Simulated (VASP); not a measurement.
A run of VASP 6.6.1:

INCAR

```
PREC = Accurate
ENCUT = 520
EDIFF = 1E-7
ISMEAR = 0
SIGMA = 0.05
LREAL = F
LASPH = T
NELM = 80
ALGO = Normal
ISIF = 2
LWAVE = F
LCHARG = F
GGA = PS
NBANDS = 27
```

File KPOINTS:

```
Automatic mesh
0
Gamma
  6 6 6
```

The input POSCAR:

```
BaHfO3
1.0
    3.9237125835      0.0000000000      0.0000000000
    0.0000000000      3.9237125835      0.0000000000
    0.0000000000      0.0000000000      4.7093696003
Ba Hf O
1 1 3
Direct
    0.5000000000      0.5000000000      0.9964249600
    0.0000000000      0.0000000000      0.4978753300
    0.0000000000      0.5000000000      0.4988901400
    0.5000000000      0.0000000000      0.4988901400
    0.0000000000      0.0000000000      0.9979412200
```

Potentials or basis: VASP PAW PBE potentials, release 64 (Ba_sv, Hf_pv, O).

Command:

```bash
$ cat potpaw_PBE.64/Ba_sv/POTCAR potpaw_PBE.64/Hf_pv/POTCAR potpaw_PBE.64/O/POTCAR > POTCAR
$ mpirun -np 1 vasp_std > vasp.out
```

Hardware: 1 thread of Intel Xeon 6975P-C (shared host).

Q: How long does it take, and how much memory?

A: Run time: 2.3 min on 1 thread of Intel Xeon 6975P-C, with other jobs on the host, peak memory 0.23 GiB. Counts: scf iterations 16, k points 40.
